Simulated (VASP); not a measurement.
Wanted: the native input for a VASP 6.6.1 run.

| Property | Result |
| --- | --- |
| Task | single point |
| Functional | PBE |
| Potentials or basis | VASP PAW PBE potentials, release 64 (Lu) |
| Cutoff | 520 eV |
| k mesh | 18 × 18 × 18 |
| Occupations | fermi-dirac, width 0.05 eV |
| Spin | no spin polarisation |
| Dipole correction | no |
| Further INCAR settings | ALGO = Normal; EDIFF = 1e-06; NBANDS = 18 |

The structure of Lu lies in POSCAR:

```
Lu
1.0
   -1.5332126864      1.5332126864      1.5332126864
    1.5332126864     -1.5332126864      1.5332126864
    1.5332126864      1.5332126864     -1.5332126864
Lu
1
Direct
    0.0000000000      0.0000000000      0.0000000000
```

This isn't the form of Lu at room conditions, which is hcp.

The input as run:

INCAR

```
PREC = Accurate
ENCUT = 520
EDIFF = 1E-6
ISMEAR = -1
SIGMA = 0.05
LREAL = F
LASPH = T
NELM = 100
ALGO = Normal
ISIF = 2
LWAVE = F
LCHARG = T
GGA = PE
LELF = T
LVHAR = T
NBANDS = 18
```

KPOINTS

```
Automatic mesh
0
Gamma
  18 18 18
```

Potentials or basis: VASP PAW PBE potentials, release 64 (Lu).

The run is started by

```console
$ cat potpaw_PBE.64/Lu/POTCAR > POTCAR
$ mpirun -np 1 vasp_std > vasp.out
```

Results of the run:

```
Pressure               : 102.3 GPa
Band gap on the k mesh : zero (an odd number of electrons rules out a gap without spin polarisation)
```

Caveat: the cell stands under pressure; spin-orbit coupling is left out, which moves the levels of the heavy elements.

It took 35 s on 1 thread of AMD EPYC 9R45 96-Core Processor (Zen 5), with other jobs on the host, peak memory 0.15 GiB.
